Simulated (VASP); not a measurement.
# AgBiSCl2 (Cmcm) in VASP: further runs, part 2 of 2

VASP 6.6.1. The steps go on from the part before.

### 4 Single point, LDA

Input file INCAR:

```
PREC = Accurate
ENCUT = 520
EDIFF = 1E-7
ISMEAR = -1
SIGMA = 0.15
LREAL = F
LASPH = T
NELM = 60
ALGO = Normal
ISIF = 2
LWAVE = F
LCHARG = F
NBANDS = 57
ISYM = 0
```

Input file KPOINTS:

```
Automatic mesh
0
Gamma
  5 5 2
  0.5 0.5 0.5
```

Input file POSCAR:

```
AgBiSCl2
1.0
    3.9309510000      0.0000000000      0.0000000000
    1.9654750000     -6.7868540000      0.0000000000
    0.0000000000      0.0000000000     -8.7350060000
Cl Bi Ag S
4 2 2 2
Direct
    0.3437800000      0.3124400000      0.4378500000
    0.6562200000      0.6875600000      0.9378500000
    0.6562200000      0.6875600000      0.5621500000
    0.3437800000      0.3124400000      0.0621500000
    0.2915200000      0.4169600000      0.7500000000
    0.7084800000      0.5830400000      0.2500000000
    0.0000000000      0.0000000000      0.5000000000
    0.0000000000      0.0000000000      0.0000000000
    0.9190300000      0.1619400000      0.7500000000
    0.0809700000      0.8380600000      0.2500000000
```

Potentials or basis: VASP PAW LDA potentials, release 64 (Cl, Bi_d, Ag, S).

The run is started by

```
cat potpaw_LDA.64/Cl/POTCAR potpaw_LDA.64/Bi_d/POTCAR potpaw_LDA.64/Ag/POTCAR potpaw_LDA.64/S/POTCAR > POTCAR
mpirun -np 1 vasp_std > vasp.out
```

OUTCAR:

```text
PREC = Accurate
   ENCUT = 520
   EDIFF = 1E-7
   ISMEAR = -1
   LREAL = F
   LASPH = T
   NELM = 60
   ISIF = 2
   ISYM = 0

 ion  position               nearest neighbor table
   1  0.344  0.312  0.438-   5 2.82   7 2.94   7 2.94   6 3.15   6 3.15
   2  0.656  0.688  0.938-   6 2.82   8 2.94   8 2.94   5 3.15   5 3.15
   3  0.656  0.688  0.562-   6 2.82   7 2.94   7 2.94   5 3.15   5 3.15
   4  0.344  0.312  0.062-   5 2.82   8 2.94   8 2.94   6 3.15   6 3.15
   5  0.292  0.417  0.750-   9 2.62   9 2.62   4 2.82   1 2.82   2 3.15   3 3.15   2 3.15   3 3.15

   6  0.708  0.583  0.250-  10 2.62  10 2.62   2 2.82   3 2.82   1 3.15   4 3.15   1 3.15   4 3.15

   7  0.000  0.000  0.500-   9 2.44  10 2.44   1 2.94   3 2.94   3 2.94   1 2.94
   8  0.000  0.000  0.000-   9 2.44  10 2.44   2 2.94   4 2.94   2 2.94   4 2.94
   9  0.919  0.162  0.750-   7 2.44   8 2.44   5 2.62   5 2.62
  10  0.081  0.838  0.250-   7 2.44   8 2.44   6 2.62   6 2.62

IMPORTANT INFORMATION: All symmetrisations will be switched off!
NOSYMM: (Re-)initialisation of all symmetry stuff for point group C_1.

[... 171 lines left out ...]
      5     -18.6345      2.00000
      6     -18.6329      2.00000
[... 1429 lines left out ...]
     56      10.3936      0.00000
     57      11.2763      0.00000

 [... further k-points ...]

------------------------ aborting loop because EDIFF is reached ----------------------------------------

  FORCE on cell =-STRESS in cart. coord.  units (eV):
  Direction    XX          YY          ZZ          XY          YZ          ZX
  --------------------------------------------------------------------------------------
  -------------------------------------------------------------------------------------
  Total       -0.7805536     -1.8031495     -5.4277480     -0.0004643      0.0000171      0.0000031
  in kB       -5.3664112    -12.3968967    -37.3165006     -0.0031922      0.0001178      0.0000214
  external PRESSURE =     -18.3599361 kB  Pullay stress =       0.0000000 kB

 VOLUME and BASIS-vectors are now :
 -----------------------------------------------------------------------------
  energy-cutoff  :      520.00
  volume of cell :      233.04
      direct lattice vectors                 reciprocal lattice vectors
     3.930951000  0.000000000  0.000000000     0.254391367  0.073671818  0.000000000
     1.965475000 -6.786854000  0.000000000     0.000000000 -0.147343674  0.000000000
     0.000000000  0.000000000 -8.735006000     0.000000000  0.000000000 -0.114481890

 POSITION                                       TOTAL-FORCE (eV/Angst)
 -----------------------------------------------------------------------------------
      1.96548     -2.12048     -3.82462        -0.000047      0.034250     -0.011206
      3.93095     -4.66637     -8.19213         0.000047     -0.034251     -0.011204
      3.93095     -4.66637     -4.91038         0.000049     -0.034250      0.011206
      1.96548     -2.12048     -0.54288        -0.000049      0.034250      0.011205
      1.96548     -2.82985     -6.55125        -0.000017     -0.528897      0.000000
      3.93095     -3.95701     -2.18375         0.000017      0.528901      0.000000
      0.00000      0.00000     -4.36750        -0.000000     -0.000001      0.000000
      0.00000      0.00000      0.00000        -0.000000     -0.000001      0.000000
      3.93095     -1.09906     -6.55125        -0.000005      0.618038      0.000001
      1.96548     -5.68779     -2.18375         0.000005     -0.618038     -0.000001
 -----------------------------------------------------------------------------------
    total drift:                                0.000001      0.000005      0.000000

  FREE ENERGIE OF THE ION-ELECTRON SYSTEM (eV)
  ---------------------------------------------------
  free  energy   TOTEN  =       -41.1311352377 eV

  energy  without entropy=      -41.1269673806  energy(sigma->0) =      -41.12905131
```

stdout:

```text
POSCAR found type information on POSCAR ClBiAgS
 POSCAR found :  4 types and      10 ions
 scaLAPACK will be used
 LDA part: xc-table for (Slater(with rela. corr.)+CA(PZ))
 , standard interpolation
 POSCAR, INCAR and KPOINTS ok, starting setup
 FFT: planning ... GRIDC
 FFT: planning ... GRID_SOFT
 FFT: planning ... GRID
 WAVECAR not read
 entering main loop
```

It took 5.6 min on 1 thread of AMD EPYC 9R45 (Zen 5), shared host; peak memory 0.61 GiB.

What came out:

| Quantity | Value |
| --- | --- |
| Free energy | -41.1311 eV |
| Pressure | -1.8 GPa |
| Largest force | 0.618 eV/Å |
| Band gap on the k mesh | 1.82 eV |

Forces on the atoms (eV/Å):
```
Cl   0.000  0.034 -0.011
Cl   0.000 -0.034 -0.011
Cl   0.000 -0.034  0.011
Cl   0.000  0.034  0.011
Bi   0.000 -0.529  0.000
Bi   0.000  0.529  0.000
Ag   0.000  0.000  0.000
Ag   0.000  0.000  0.000
S    0.000  0.618  0.000
S    0.000 -0.618  0.000
```

Levels at points of the mesh, in eV from the valence-band top:
```csv
k point,band 44,band 45,band 46,band 47,band 48,band 49
"(0.10, 0.10, 0.25)",-1.24,-0.73,-0.51,1.95,2.43,2.58
```

Caveat: spin-orbit coupling is left out, which moves the levels of the heavy elements; a shifted mesh leaves out Γ, where band edges can lie.
